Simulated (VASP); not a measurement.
# V (P6/mmm) in VASP: relaxation of cell and atoms with revPBE

Aim: the relaxation of cell and atoms of V with revPBE.

Program: VASP 6.6.1. These are calculated values, not measurements. Logs are shortened: lines on timing, memory, paths and dates and some standing lists are left out, and cuts for length are marked.

## 1. The cell of the first run

The structure is hexagonal, space group P6/mmm (No. 191). Conventional cell: a = 4.275 Å, b = 4.275 Å, c = 2.621 Å, α = 90.00°, β = 90.00°, γ = 120.00°. V (site symmetry 6/mmm) has 14 V at 2.62 to 2.79 Å within 3.5 Å. Within 3.3 Å of V (site symmetry -6m2) lie 11 V at 2.47 to 2.79 Å.

## 2. Relaxation of cell and atoms, revPBE

The input, INCAR:

```
SYSTEM = V
ALGO = Normal
EDIFF = 1E-6
EDIFFG = -0.01
ENCUT = 600
GGA = RE
IBRION = 2
ISIF = 3
ISMEAR = -1
LASPH = .True.
LCHARG = .False.
LREAL = .False.
LWAVE = .False.
NELM = 80
NSW = 80
PREC = Accurate
SIGMA = 0.1
```

The input, KPOINTS:

```
k-points
0
Gamma
  9 9 12
  0 0 0
```

The input, POSCAR:

```
V
1.0
    4.2751219178      0.0000000000      0.0000000000
   -2.1375609589      3.7023641851      0.0000000000
    0.0000000000      0.0000000000      2.6206497356
V
3
Direct
    0.0000000000      0.0000000000      0.0000000000
    0.3333333333      0.6666666667      0.5000000000
    0.6666666667      0.3333333333      0.5000000000
```

Potentials or basis: VASP PAW PBE potentials, release 64 (V_sv).

Run with:

```
> cat potpaw_PBE.64/V_sv/POTCAR > POTCAR
> mpirun -np 1 vasp_std > vasp.out
```

OUTCAR:

```text
SYSTEM = V
   EDIFF = 1E-6
   EDIFFG = -0.01
   ENCUT = 600
   GGA = RE
   IBRION = 2
   ISIF = 3
   ISMEAR = -1
   LASPH = .True.
   LREAL = .False.
   NELM = 80
   NSW = 80
   PREC = Accurate

 ion  position               nearest neighbor table
   1  0.000  0.000  0.000-   2 2.79   3 2.79   2 2.79   3 2.79   3 2.79   3 2.79   2 2.79   2 2.79
                             3 2.79   3 2.79   2 2.79   2 2.79
   2  0.333  0.667  0.500-   3 2.47   3 2.47   3 2.47   1 2.79   1 2.79   1 2.79   1 2.79   1 2.79
                             1 2.79
   3  0.667  0.333  0.500-   2 2.47   2 2.47   2 2.47   1 2.79   1 2.79   1 2.79   1 2.79   1 2.79
                             1 2.79

  LATTYP: Found a hexagonal cell.
 ALAT       =     4.2751219178
 C/A-ratio  =     0.6130000000

  Lattice vectors:

 A1 = (   4.2751219178,   0.0000000000,   0.0000000000)
 A2 = (  -2.1375609589,   3.7023641851,   0.0000000000)
 A3 = (   0.0000000000,   0.0000000000,   2.6206497356)

Analysis of symmetry for initial positions (statically):
=====================================================================
 Subroutine PRICEL returns:
 Original cell was already a primitive cell.

 Routine SETGRP: Setting up the symmetry group for a
 hexagonal supercell.

 Subroutine GETGRP returns: Found 24 space group operations
 (whereof 24 operations were pure point group operations)
 out of a pool of 24 trial point group operations.

The static configuration has the point symmetry D_6h.

Analysis of symmetry for dynamics (positions and initial velocities):
=====================================================================
 Subroutine PRICEL returns:
 Original cell was already a primitive cell.

 Routine SETGRP: Setting up the symmetry group for a
 hexagonal supercell.

 Subroutine GETGRP returns: Found 24 space group operations
 (whereof 24 operations were pure point group operations)
 out of a pool of 24 trial point group operations.

The dynamic configuration has the point symmetry D_6h.

 Subroutine INISYM returns: Found 24 space group operations
 (whereof 24 operations are pure point group operations),
 and found     1 'primitive' translations

----------------------------------------------------------------------------------------

                                     Primitive cell

  volume of cell :      41.4798

  direct lattice vectors                    reciprocal lattice vectors
     4.275121918  0.000000000  0.000000000     0.233911458  0.135048843  0.000000000
    -2.137560959  3.702364185  0.000000000     0.000000000  0.270097686  0.000000000
     0.000000000  0.000000000  2.620649736     0.000000000  0.000000000  0.381584760

  length of vectors
     4.275121918  4.275121918  2.620649736     0.270097686  0.270097686  0.381584760

  position of ions in fractional coordinates (direct lattice)
     0.000000000  0.000000000  0.000000000
     0.333333333  0.666666667  0.500000000
     0.666666667  0.333333333  0.500000000

  ion indices of the primitive-cell ions
   primitive index   ion index
                 1           1
                 2           2
                 3           3

----------------------------------------------------------------------------------------

 KPOINTS: k-points

Automatic generation of k-mesh.
 Grid dimensions read from file:
 generate k-points for:    9    9   12

 Generating k-lattice:

  Cartesian coordinates                     Fractional coordinates (reciprocal lattice)
     0.025990162  0.015005427  0.000000000     0.111111111  0.000000000  0.000000000
     0.000000000  0.030010854  0.000000000     0.000000000  0.111111111  0.000000000
     0.000000000  0.000000000  0.031798730     0.000000000  0.000000000  0.083333333

  Length of vectors
     0.030010854  0.030010854  0.031798730

  Shift w.r.t. Gamma in fractional coordinates (k-lattice)
     0.000000000  0.000000000  0.000000000

 Subroutine IBZKPT returns following result:
 ===========================================

 Found     84 irreducible k-points:

 Following reciprocal coordinates:
            Coordinates               Weight
  0.000000  0.000000  0.000000      1.000000
  0.111111  0.000000  0.000000      6.000000
  0.222222  0.000000  0.000000      6.000000
  0.333333  0.000000  0.000000      6.000000
  0.444444  0.000000  0.000000      6.000000
  0.111111  0.111111  0.000000      6.000000
[... 16 lines left out ...]
  0.333333  0.222222  0.083333     24.000000
  0.333333  0.333333  0.083333      4.000000
 [... further k-points ...]
   k-points           NKPTS =     84   k-points in BZ     NKDIM =     84   number of bands    NBANDS=     23
   number of dos      NEDOS =    301   number of ions     NIONS =      3
   total plane-waves  NPLWV =  31104
   dimension x,y,z NGX =    36 NGY =   36 NGZ =   24
   dimension x,y,z NGXF=    72 NGYF=   72 NGZF=   48
   ions per type =               3
   NGX,Y,Z   is equivalent  to a cutoff of  14.00, 14.00, 15.22 a.u.
   NGXF,Y,Z  is equivalent  to a cutoff of  28.00, 28.00, 30.45 a.u.
 SYSTEM =  V
   PREC   = accura    normal or accurate (medium, high low for compatibility)
   ISTART =      0    job   : 0-new  1-cont  2-samecut
   ICHARG =      2    charge: 1-file 2-atom 10-const
   ISPIN  =      1    spin polarized calculation?
   LNONCOLLINEAR =      F non collinear calculations
   LSORBIT =      F    spin-orbit coupling
   LASPH  =      T    aspherical Exc in radial PAW
   ENCUT  =  600.0 eV  44.10 Ry    6.64 a.u.   8.54  8.54  5.23*2*pi/ulx,y,z
   NELM   =     80;   NELMIN=  2; NELMDL= -5     # of ELM steps
   EDIFF  = 0.1E-05   stopping-criterion for ELM
   LREAL  =      F    real-space projection
   EDIFFG = -.1E-01   stopping-criterion for IOM
   NSW    =     80    number of steps for IOM
   IBRION =      2    ionic relax: 0-MD 1-quasi-New 2-CG
   NFREE  =      1    steps in history (QN), initial steepest desc. (CG)
   ISIF   =      3    stress and relaxation
   ISYM   =      2    0-nonsym 1-usesym 2-fastsym
   POTIM  = 0.5000    time-step for ionic-motion
   TEBEG  =    0.0;   TEEND  =   0.0 temperature during run
   PSTRESS=    0.0 pullay stress
   NELECT =      39.0000    total number of electrons
   NUPDOWN=      -1.0000    fix difference up-down
   EMIN   =  10.00;   EMAX   =-10.00  energy-range for DOS
   EFERMI =   0.00;   METHOD = LEGACY
   ISMEAR =    -1;   SIGMA  =   0.10  broadening in eV -4-tet -1-fermi 0-gaus
   EFERMI_NEDOS =   21; number of points for ismear=-14 and -15
   IALGO  =     38    algorithm
   IMIX   =      4    mixing-type and parameters
     AMIX     =   0.40;   BMIX     =  1.00
     AMIX_MAG =   1.60;   BMIX_MAG =  1.00
  volume/ion in A,a.u.               =      13.83        93.31
  Fermi-wavevector in a.u.,A,eV,Ry     =   1.603802  3.030747 34.996657  2.572182
  Thomas-Fermi vector in A             =   2.700408
   LORBIT       =      0    0 simple, 1 ext, 2 COOP (PROOUT), +10 PAW based schemes
   GGA     = RE    functional components
   LHFCALC =     F    Hartree Fock is set to
   AEXX    =    0.0000 exact exchange contribution
   IVDW    =     0    specifies the selected vdW correction
   LEPSILON=     F    determine dielectric tensor
   LRPA    =     F    only Hartree local field effects (RPA)
 conjugate gradient relaxation of ions
 non-spin polarized calculation
  energy-cutoff  :      600.00
  volume of cell :       41.48
 maximum number of plane-waves:      1414
 NGX is ok and might be reduce to    36
   NGX = 17   NGY = 17   NGZ = 11

--------------------------------------- Ionic step        1  -------------------------------------------

 number of electron      39.0000016 magnetization

 Free energy of the ion-electron system (eV)
  ---------------------------------------------------
  ext. energy  EPLUGINS =         0.00000000
  ---------------------------------------------------
  free energy    TOTEN  =       -25.18478830 eV

  energy without entropy =      -25.01656549  energy(sigma->0) =      -25.10067689

------------------------ aborting loop because EDIFF is reached ----------------------------------------

  FORCE on cell =-STRESS in cart. coord.  units (eV):
  Direction    XX          YY          ZZ          XY          YZ          ZX
  --------------------------------------------------------------------------------------
  -------------------------------------------------------------------------------------
  Total        2.9401852      2.9401852     -3.8358991      0.0000000      0.0000000      0.0000000
  in kB      113.5660825    113.5660825   -148.1634693      0.0000000      0.0000000      0.0000000
  external PRESSURE =      26.3228985 kB  Pullay stress =       0.0000000 kB
[... 133 lines left out ...]
  energy  without entropy=      -25.3661891296  energy(sigma->0) =      -25.43043383

--------------------------------------- Ionic step        5  -------------------------------------------

 number of electron      38.9999999 magnetization

 Free energy of the ion-electron system (eV)
  ---------------------------------------------------
  ext. energy  EPLUGINS =         0.00000000
  ---------------------------------------------------
  free energy    TOTEN  =       -25.50880545 eV

  energy without entropy =      -25.37661630  energy(sigma->0) =      -25.44271087

 E-fermi :   9.5617     XC(G=0): -12.6116

 val. band max:        9.5594681924   @ k =   0.3333   0.1111   0.3333
 cond. band min:       9.5837902461   @ k =   0.1111   0.1111   0.4167
 fundamental gap:      0.0243220537
 Fermi energy:         9.5616938666

 k-point     1 :       0.0000    0.0000    0.0000
  band No.  band energies     occupation
      1     -54.5230      2.00000
      2     -54.4006      2.00000
      3     -54.3433      2.00000
      4     -28.4380      2.00000
      5     -28.4380      2.00000
      6     -28.3450      2.00000
[... 613 lines left out ...]
     22      11.3066      0.00000
     23      11.3066      0.00000

 [... further k-points ...]

------------------------ aborting loop because EDIFF is reached ----------------------------------------

  FORCE on cell =-STRESS in cart. coord.  units (eV):
  Direction    XX          YY          ZZ          XY          YZ          ZX
  --------------------------------------------------------------------------------------
  -------------------------------------------------------------------------------------
  Total        0.0006501      0.0006501     -0.0134092      0.0000000      0.0000000      0.0000000
  in kB        0.0248978      0.0248978     -0.5135182      0.0000000      0.0000000      0.0000000
  external PRESSURE =      -0.1545742 kB  Pullay stress =       0.0000000 kB
[... 18 lines left out ...]
  FREE ENERGIE OF THE ION-ELECTRON SYSTEM (eV)
  ---------------------------------------------------
  free  energy   TOTEN  =       -25.5088054465 eV

  energy  without entropy=      -25.3766162950  energy(sigma->0) =      -25.44271087

 reached required accuracy - stopping structural energy minimisation
```

Run time: 4.6 min. Hardware: 1 thread of Intel Xeon Platinum 8259CL at 2.50GHz (Skylake/Cascade Lake), shared host; peak memory 0.23 GiB.

What came out:

```
Free energy                            : -25.5088 eV
Relaxed volume                         : 13.95 Å³/atom
Relaxed cell                           : a = 4.477 Å, b = 4.477 Å, c = 2.410 Å, α = 90.00°, β = 90.00°, γ = 120.00°
Space group after relaxing (to 0.05 Å) : P6/mmm (No. 191)
Energy gained by relaxing              : 108.0 meV/atom
Ionic steps                            : 5
Pressure after relaxing                : 0.0 GPa
```

Step by step:
```csv
step,energy change (eV),largest force (eV/Å),pressure (GPa),volume (Å³)
1,0.0000,0.0000,2.63,41.48
2,-0.3068,0.0000,-3.32,42.69
3,-0.3111,0.0000,-3.67,42.79
4,-0.3099,0.0000,4.17,40.87
5,-0.3240,0.0000,-0.02,41.84
```

Final structure:
```
CELL_PARAMETERS angstrom
4.47712 0.00000 0.00000
-2.23856 3.87730 0.00000
0.00000 0.00000 2.41007
ATOMIC_POSITIONS crystal
V 0.00000 0.00000 0.00000
V 0.33333 0.66667 0.50000
V 0.66667 0.33333 0.50000
```

Caveat: the PAW data sets were made with another functional, which shifts forces and pressure a little.
